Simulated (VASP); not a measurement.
# Cr: single point with PBE

Crystal: Cr.

```
CELL_PARAMETERS angstrom
3.50008 0.00000 0.00000
-1.75004 3.03116 0.00000
0.00000 0.00000 1.94375
ATOMIC_POSITIONS crystal
Cr 0.00000 0.00000 0.00000
Cr 0.33333 0.66667 0.50000
Cr 0.66667 0.33333 0.50000
```

```json
{
 "Program": "VASP 6.6.1",
 "Task": "single point",
 "Functional": "PBE",
 "Potentials or basis": "VASP PAW PBE potentials, release 64 (Cr_pv)",
 "Cutoff": "520 eV",
 "k mesh": "10 × 10 × 14",
 "Occupations": "fermi-dirac, width 0.1 eV",
 "Spin": "collinear spin, ferromagnetic start",
 "Starting moments": "[2.0, 2.0, 2.0] μB",
 "Dipole correction": "no",
 "Further INCAR settings": "ALGO = Normal; EDIFF = 1e-06; NBANDS = 29"
}
```

The pressure is 394.5 GPa. The band gap on the k mesh is zero (filled and empty bands overlap) and the net moment is 0.00 μB per cell.

Stress tensor (GPa, compression positive):
```
389.76   0.00   0.00
  0.00 389.76   0.00
  0.00   0.00 403.89
```

Levels at points of the mesh, in eV from the Fermi level:
Spin up:
```tsv
k point	band 16	band 17	band 18	band 19	band 20	band 21
(0.00, 0.00, 0.00)	-3.08	-3.08	-1.01	-1.01	1.90	1.90
(0.50, 0.00, 0.00)	-3.56	-2.86	0.53	2.24	2.32	3.09
(0.00, 0.00, 0.50)	-1.93	-1.42	0.08	0.08	3.10	3.10
(0.50, 0.00, 0.50)	-3.14	-0.62	-0.29	1.65	2.70	2.96
```
Spin down:
```tsv
k point	band 14	band 15	band 16	band 17	band 18	band 19	band 20	band 21	band 22	band 23
(0.00, 0.00, 0.00)	-3.18	-3.18	-3.08	-3.08	-1.01	-1.01	1.90	1.90	1.97	1.97
(0.50, 0.00, 0.00)	-4.32	-3.88	-3.56	-2.86	0.53	2.24	2.32	3.09	3.44	3.66
(0.00, 0.00, 0.50)	-2.73	-1.93	-1.93	-1.42	0.08	0.08	3.10	3.10	3.95	3.95
(0.50, 0.00, 0.50)	-3.61	-3.28	-3.14	-0.62	-0.29	1.65	2.70	2.96	3.10	4.87
```

Wall time 56 s on 1 thread of AMD EPYC 9R45 96-Core Processor (Zen 5), on a shared host, peak memory 0.18 GiB.

Caveat: the starting moments collapsed, and a magnetic state may lie lower.
